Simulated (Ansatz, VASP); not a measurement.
**V in VASP and in Ansatz**

```xyz
1
Lattice="-1.5100 1.5100 1.5100 1.5100 -1.5100 1.5100 1.5100 1.5100 -1.5100" Properties=species:S:1:pos:R:3 pbc="T T T"
V     0.0000    0.0000    0.0000
```

Alike in both runs: task relaxation of cell and atoms; functional PBEsol; k mesh 25 × 25 × 25; no spin polarisation.

```csv
,VASP,Ansatz
version,VASP 6.6.1,Ansatz 0.2.0
potentials or method,"VASP PAW PBE potentials, release 64 (V_sv)","plane-wave PAW, scalar-relativistic"
plane-wave cutoff (eV),600,420
occupations,"methfessel-paxton of order 1, width 0.1 eV","cold, width 0.1 eV"
valence electrons in the cell,13,13
```

Ansatz gave:

- relaxed volume (Å³/atom): 12.94
- relaxed cell length with the largest relative difference (Å): 2.562

**Question.** What did VASP give for the same quantities?

**Answer.** Relaxed volume (Å³/atom): 12.95; relaxed cell length with the largest relative difference (Å): 2.562.

VASP's potentials were made for PBE, not for PBEsol.
